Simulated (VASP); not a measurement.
Here is a VASP 6.6.1 calculation.

Contents of INCAR:

```
SYSTEM = Ni
PREC = Accurate
ENCUT = 520
EDIFF = 1E-7
ISMEAR = -1
SIGMA = 0.05
LREAL = .FALSE.
LASPH = .TRUE.
NELM = 150
ALGO = Normal
ISIF = 2
LWAVE = .FALSE.
LCHARG = .TRUE.
ISPIN = 2
MAGMOM = 1 1 1 1 1 1
LORBIT = 11
LMAXMIX = 4
LDIPOL = .TRUE.
IDIPOL = 3
DIPOL = 0.5 0.5 0.500
GGA = PE
LELF = .TRUE.
LVHAR = .TRUE.
LVACPOTAV = .TRUE.
NBANDS = 43
```

KPOINTS

```
regular mesh
0
G
  19 19 1
  0 0 0
```

POSCAR

```
Ni
1.0
    2.4880369134      0.0000000000      0.0000000000
   -1.2440184567      2.1547031725      0.0000000000
    0.0000000000      0.0000000000     26.1574000000
Ni
6
Direct
    0.1666666665      0.3333333335      0.3058414029
    0.5000000005      0.9999999995      0.3835048416
    0.8333333335      0.6666666665      0.4611682803
    0.1666666665      0.3333333335      0.5388317190
    0.5000000005      0.9999999995      0.6164951584
    0.8333333335      0.6666666665      0.6941585971
```

Potentials or basis: VASP PAW PBE potentials, release 64 (Ni).

Command:

```sh
$ cat potpaw_PBE.64/Ni/POTCAR > POTCAR
$ mpirun -np 1 vasp_std > vasp.out
```

Problem. What does it give for the net moment?

Solution. 3.88 μB per cell.

Problem. What does it give for the site moments?

Solution. Ni +0.67, +0.64 (each value once) μB.

Problem. What does it give for the largest force?

Solution. 0.151 eV/Å.

Forces in eV/Å, atoms in the order of the input:
```
Ni   0.000  0.000  0.151
Ni   0.000  0.000 -0.124
Ni   0.000  0.000 -0.034
Ni   0.000  0.000  0.034
Ni   0.000  0.000  0.124
Ni   0.000  0.000 -0.151
```
